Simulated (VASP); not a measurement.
YSe2, 3 atoms in the cell. Symmetry: R-3m, No. 166, trigonal system. The conventional cell has a = 4.340 Å, b = 4.340 Å, c = 15.628 Å, α = 90.00°, β = 90.00°, γ = 120.00°. Y (site symmetry -3m) has 8 Se at 2.86 to 3.82 Å within 3.9 Å. Within 3.9 Å of Se (site symmetry 3m) lie 4 Y at 2.86 to 3.82 Å and 6 Se at 3.49 to 3.74 Å. 

```yaml
Program: VASP 6.6.1
Task: single point
Functional: PBE
Potentials_or_basis: VASP PAW PBE potentials, release 64 (Y_sv, Se)
Cutoff: 520 eV
k_mesh: 10 × 10 × 10
Occupations: gaussian, width 0.05 eV
Spin: no spin polarisation
Dipole_correction: no
k_mesh_for_the_DOS: 15 × 15 × 15
Occupations_for_the_DOS: tetrahedron
Further_INCAR_settings: ALGO = Normal; EDIFF = 1e-06; NBANDS = 18
```

Potentials or basis: VASP PAW PBE potentials, release 64 (Y_sv, Se).

The run is started by

```sh
$ cat potpaw_PBE.64/Y_sv/POTCAR potpaw_PBE.64/Se/POTCAR > POTCAR
$ cp INCAR.step1 INCAR
$ cp KPOINTS.step1 KPOINTS
$ mpirun -np 1 vasp_std > vasp.out
$ cp INCAR.step2 INCAR
$ cp KPOINTS.step2 KPOINTS
$ mpirun -np 1 vasp_std > vasp.out
```

Hardware: 1 thread of Oxide Virtual Turin-like Processor, on a shared host.

**Question.** How long does it take, and how much memory?

**Answer.** It took 20 min on 1 thread of Oxide Virtual Turin-like Processor, on a shared host, peak memory 0.73 GiB. Counts: k points 344.
